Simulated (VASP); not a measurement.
A run of VASP 6.6.1 is set up as follows.

The input POSCAR:

```
ZrH
1.0
    3.2060469700      0.0000000000      0.0000000000
    0.0000000000      3.2060469700      0.0000000000
    0.0000000000      0.0000000000      4.9029909400
Zr H
2 2
Direct
    0.0000000000      0.5000000000      0.0000000000
    0.5000000000      0.0000000000      0.5000000000
    0.0000000000      0.0000000000      0.7500000000
    0.0000000000      0.0000000000      0.2500000000
```

INCAR.step1

```
  PREC = Accurate
  ENCUT = 520
  ISMEAR = -1
  SIGMA = 0.1
  LREAL = F
  LASPH = T
  NELM = 100
  NBANDS = 21
  GGA = PE
  ALGO = Normal
  EDIFF = 1E-4
  LWAVE = T
  LCHARG = F
```

INCAR.step2

```
  PREC = Accurate
  ENCUT = 520
  EDIFF = 1E-6
  ISMEAR = -1
  SIGMA = 0.1
  LREAL = F
  LASPH = T
  NELM = 100
  ALGO = Normal
  ISIF = 2
  LWAVE = F
  LCHARG = F
  METAGGA = R2SCAN
  LMIXTAU = T
  NBANDS = 21
  ISTART = 1
```

KPOINTS

```
regular mesh
0
Gamma
  10 10 7
```

Potentials or basis: VASP PAW PBE potentials, release 64 (Zr_sv, H).

The run is started by

```sh
$ cat potpaw_PBE.64/Zr_sv/POTCAR potpaw_PBE.64/H/POTCAR > POTCAR
$ cp INCAR.step1 INCAR
$ mpirun -np 1 vasp_std > vasp.out
$ cp INCAR.step2 INCAR
$ mpirun -np 1 vasp_std > vasp.out
```

(1) Predict the pressure.

(2) Estimate the band gap on the k mesh.

Results:

(1) 5.2 GPa.

(2) zero (bands 13 and 14 overlap by 0.83 eV).

Caveat: the cell stands under pressure; the PAW data sets were made with another functional, which shifts forces and pressure a little.
